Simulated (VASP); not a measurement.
# Al2Ru (I4/mmm) in VASP: notebook

Runs on Al2Ru. Level: LDA. Tasks: single point.

All numbers are computed with VASP 6.6.1; they aren't measurements. Logs are shortened: lines on timing, memory, paths and dates and some standing lists are left out, and cuts for length are marked.

## 1. The cell of the first run

It takes space group I4/mmm (No. 139, tetragonal). The conventional cell has a = 3.338 Å, b = 3.338 Å, c = 8.995 Å, α = 90.00°, β = 90.00°, γ = 90.00°. Al (site symmetry 4mm) has 5 Ru at 2.76 to 3.07 Å and 9 Al at 2.86 to 3.34 Å within 3.6 Å. Ru (site symmetry 4/mmm) has 10 Al at 2.76 to 3.07 Å and 4 Ru at 3.34 Å within 3.6 Å.

## 2. Single point, LDA (16.71 Å³/atom)

INCAR

```
ALGO = Fast
EDIFF = 1E-6
ENCUT = 520
ISIF = 2
ISMEAR = 0
LASPH = T
LCHARG = T
LELF = T
LREAL = F
LVHAR = T
LWAVE = F
NBANDS = 17
NELM = 80
PREC = Accurate
SIGMA = 0.15
```

KPOINTS

```
k-points
0
Gamma
  20 20 20
```

POSCAR

```
Al2Ru
1.0
   -1.6691049708      1.6691049708      4.4977202016
    1.6691049708     -1.6691049708      4.4977202016
    1.6691049708      1.6691049708     -4.4977202016
Al Ru
2 1
Direct
    0.6590860915      0.6590860915      0.0000000000
    0.3409139085      0.3409139085      0.0000000000
    0.0000000000      0.0000000000      0.0000000000
```

Potentials or basis: VASP PAW LDA potentials, release 64 (Al, Ru_pv).

On the command line:

```bash
cat potpaw_LDA.64/Al/POTCAR potpaw_LDA.64/Ru_pv/POTCAR > POTCAR
mpirun -np 1 vasp_std > vasp.out
```

OUTCAR:

```text
EDIFF = 1E-6
   ENCUT = 520
   ISIF = 2
   ISMEAR = 0
   LASPH = T
   LREAL = F
   NELM = 80
   PREC = Accurate

 ion  position               nearest neighbor table
   1  0.659  0.659  0.000-   3 2.76   3 2.76   3 2.76   3 2.76   2 2.86   2 2.87   2 2.87   2 2.87
                             2 2.87   3 3.07
   2  0.341  0.341  0.000-   3 2.76   3 2.76   3 2.76   3 2.76   1 2.86   1 2.87   1 2.87   1 2.87
                             1 2.87   3 3.07
   3  0.000  0.000  0.000-   1 2.76   1 2.76   1 2.76   2 2.76   1 2.76   2 2.76   2 2.76   2 2.76
                             1 3.07   2 3.07

  LATTYP: Found a body centered tetragonal cell.
 ALAT       =     3.3382099416
 C/A-ratio  =     2.6946898369

  Lattice vectors:

 A1 = (  -1.6691049708,   1.6691049708,   4.4977202016)
 A2 = (   1.6691049708,  -1.6691049708,   4.4977202016)
 A3 = (   1.6691049708,   1.6691049708,  -4.4977202016)

Analysis of symmetry for initial positions (statically):
=====================================================================
 Subroutine PRICEL returns:
 Original cell was already a primitive cell.

 Routine SETGRP: Setting up the symmetry group for a
 body centered tetragonal supercell.

 Subroutine GETGRP returns: Found 16 space group operations
 (whereof 16 operations were pure point group operations)
 out of a pool of 16 trial point group operations.

The static configuration has the point symmetry D_4h.

Analysis of symmetry for dynamics (positions and initial velocities):
=====================================================================
 Subroutine PRICEL returns:
 Original cell was already a primitive cell.

 Routine SETGRP: Setting up the symmetry group for a
 body centered tetragonal supercell.

 Subroutine GETGRP returns: Found 16 space group operations
 (whereof 16 operations were pure point group operations)
 out of a pool of 16 trial point group operations.

The dynamic configuration has the point symmetry D_4h.

 Subroutine INISYM returns: Found 16 space group operations
 (whereof 16 operations are pure point group operations),
 and found     1 'primitive' translations

----------------------------------------------------------------------------------------

                                     Primitive cell

  volume of cell :      50.1210

  direct lattice vectors                    reciprocal lattice vectors
    -1.669104971  1.669104971  4.497720202     0.000000000  0.299561746  0.111167431
     1.669104971 -1.669104971  4.497720202     0.299561746  0.000000000  0.111167431
     1.669104971  1.669104971 -4.497720202     0.299561746  0.299561746  0.000000000

  length of vectors
[... 83 lines left out ...]
   NELM   =     80;   NELMIN=  2; NELMDL= -5     # of ELM steps
   EDIFF  = 0.1E-05   stopping-criterion for ELM
   LREAL  =      F    real-space projection
   EDIFFG = 0.1E-04   stopping-criterion for IOM
   NSW    =      0    number of steps for IOM
   IBRION =     -1    ionic relax: 0-MD 1-quasi-New 2-CG
   NFREE  =      0    steps in history (QN), initial steepest desc. (CG)
   ISIF   =      2    stress and relaxation
   ISYM   =      2    0-nonsym 1-usesym 2-fastsym
   POTIM  = 0.5000    time-step for ionic-motion
   TEBEG  =    0.0;   TEEND  =   0.0 temperature during run
   PSTRESS=    0.0 pullay stress
   NELECT =      20.0000    total number of electrons
   NUPDOWN=      -1.0000    fix difference up-down
   EMIN   =  10.00;   EMAX   =-10.00  energy-range for DOS
   EFERMI =   0.00;   METHOD = LEGACY
   ISMEAR =     0;   SIGMA  =   0.15  broadening in eV -4-tet -1-fermi 0-gaus
   EFERMI_NEDOS =   21; number of points for ismear=-14 and -15
   IALGO  =     68    algorithm
   IMIX   =      4    mixing-type and parameters
     AMIX     =   0.40;   BMIX     =  1.00
     AMIX_MAG =   1.60;   BMIX_MAG =  1.00
  volume/ion in A,a.u.               =      16.71       112.74
  Fermi-wavevector in a.u.,A,eV,Ry     =   1.205253  2.277598 19.764299  1.452635
  Thomas-Fermi vector in A             =   2.340955
   LORBIT       =      0    0 simple, 1 ext, 2 COOP (PROOUT), +10 PAW based schemes
   GGA     = CA    functional components
   LHFCALC =     F    Hartree Fock is set to
   AEXX    =    0.0000 exact exchange contribution
   IVDW    =     0    specifies the selected vdW correction
   LEPSILON=     F    determine dielectric tensor
   LRPA    =     F    only Hartree local field effects (RPA)
 non-spin polarized calculation
 RMM-DIIS sequential band-by-band and
 Gauss-broadening in eV      SIGMA  =   0.15
  energy-cutoff  :      520.00
  volume of cell :       50.12
 maximum number of plane-waves:      1371
 NGX is ok and might be reduce to    40
   NGX = 19   NGY = 19   NGZ = 19

 number of electron      20.0000001 magnetization

 Free energy of the ion-electron system (eV)
  ---------------------------------------------------
  ext. energy  EPLUGINS =         0.00000000
  ---------------------------------------------------
  free energy    TOTEN  =       -20.12425058 eV

  energy without entropy =      -20.11779235  energy(sigma->0) =      -20.12102147

 E-fermi :   7.8557     XC(G=0): -11.2236

 val. band max:        7.8475556360   @ k =  -0.2500   0.2500   0.0500
 cond. band min:       7.8591957814   @ k =   0.3500   0.1500   0.1500
 fundamental gap:      0.0116401454
 Fermi energy:         7.8557444558

 k-point     1 :       0.0000    0.0000    0.0000
  band No.  band energies     occupation
      1     -34.2895      2.00000
      2     -34.2895      2.00000
      3     -34.1998      2.00000
      4      -1.6789      2.00000
      5       3.5784      2.00000
      6       5.0481      2.00000
[... 457 lines left out ...]
      4       0.1704      2.00000
      5       3.4646      2.00000
      6       4.6194      2.00000
[... 9 lines left out ...]
     16      15.9818      0.00000
     17      16.7640      0.00000

 [... further k-points ...]
[... 5 lines left out ...]
  --------------------------------------------------------------------------------------
  -------------------------------------------------------------------------------------
  Total       -7.9603724     -7.9603724     -8.4153021      0.0000000     -0.0000000      0.0000000
  in kB     -254.4627628   -254.4627628   -269.0051312      0.0000000     -0.0000000      0.0000000
  external PRESSURE =    -259.3102190 kB  Pullay stress =       0.0000000 kB

 VOLUME and BASIS-vectors are now :
 -----------------------------------------------------------------------------
  energy-cutoff  :      520.00
  volume of cell :       50.12
      direct lattice vectors                 reciprocal lattice vectors
    -1.669104971  1.669104971  4.497720202     0.000000000  0.299561746  0.111167431
     1.669104971 -1.669104971  4.497720202     0.299561746  0.000000000  0.111167431
     1.669104971  1.669104971 -4.497720202     0.299561746  0.299561746  0.000000000

 POSITION                                       TOTAL-FORCE (eV/Angst)
 -----------------------------------------------------------------------------------
      0.00000      0.00000      5.92877        -0.000000     -0.000000     -0.558186
      0.00000      0.00000      3.06667         0.000000      0.000000      0.558186
      0.00000      0.00000      0.00000         0.000000      0.000000      0.000000
 -----------------------------------------------------------------------------------
    total drift:                                0.000000     -0.000000     -0.000000

  FREE ENERGIE OF THE ION-ELECTRON SYSTEM (eV)
  ---------------------------------------------------
  free  energy   TOTEN  =       -20.1242505817 eV

  energy  without entropy=      -20.1177923546  energy(sigma->0) =      -20.12102147
```

Wall time 31 min (1 thread of Intel Xeon 8259CL, shared host); peak memory 0.63 GiB.

Results:

```
Free energy            : -20.1243 eV
Pressure               : -25.9 GPa
Largest force          : 0.558 eV/Å
Band gap on the k mesh : zero (bands 10 and 11 overlap by 0.20 eV)
```

Forces on the atoms (eV/Å):
```
Al   0.000  0.000 -0.558
Al   0.000  0.000  0.558
Ru   0.000  0.000  0.000
```

Caveat: the cell stands under tension.

## 3. Single point, LDA, collinear spin, ferromagnetic start (11.14 Å³/atom)

This run uses another cell than the first one, of 11.14 Å³/atom.

INCAR

```
SYSTEM = Al2Ru
ALGO = Fast
EDIFF = 1E-7
ENCUT = 520
ISIF = 2
ISMEAR = 0
ISPIN = 2
LASPH = .True.
LCHARG = .True.
LELF = .True.
LMAXMIX = 4
LORBIT = 11
LREAL = .False.
LVHAR = .True.
LWAVE = .False.
MAGMOM = 0 0 1.312
NBANDS = 21
NELM = 150
NUPDOWN = 1.3125
PREC = Accurate
SIGMA = 0.15
```

KPOINTS

```
k-points
0
Gamma
  20 20 20
  0 0 0
```

POSCAR

```
Al2Ru
1.0
   -1.4580974961      1.4580974961      3.9291205040
    1.4580974961     -1.4580974961      3.9291205040
    1.4580974961      1.4580974961     -3.9291205040
Al Ru
2 1
Direct
    0.6590860915      0.6590860915      0.0000000000
    0.3409139085      0.3409139085      0.0000000000
    0.0000000000      0.0000000000      0.0000000000
```

Potentials or basis: VASP PAW LDA potentials, release 64 (Al, Ru_pv).

On the command line:

```bash
cat potpaw_LDA.64/Al/POTCAR potpaw_LDA.64/Ru_pv/POTCAR > POTCAR
mpirun -np 1 vasp_std > vasp.out
```

Run time: 33 min. Hardware: 1 thread of Oxide Virtual Turin-like, shared host; peak memory 0.68 GiB.

Results (log left out):

```
Free energy                                           : -19.0072 eV
Pressure                                              : 59.0 GPa
Largest force                                         : 0.677 eV/Å
Net moment                                            : 1.31 μB per cell
Site moments                                          : Al +0.08; Ru +0.76 μB
Valence electrons inside the program's atomic spheres : Al 0.97; Ru 13.28
```

Forces in eV/Å, atoms in the order of the input:
```
Al   0.000  0.000  0.677
Al   0.000  0.000 -0.677
Ru   0.000  0.000  0.000
```

Stress tensor (GPa, compression positive):
```
61.21  0.00  0.00
 0.00 61.21  0.00
 0.00  0.00 54.49
```

Caveat: the stress differs along the axes, from 54 to 61 GPa; the total moment is fixed, so each spin has its own Fermi level and the state may be an excited one.
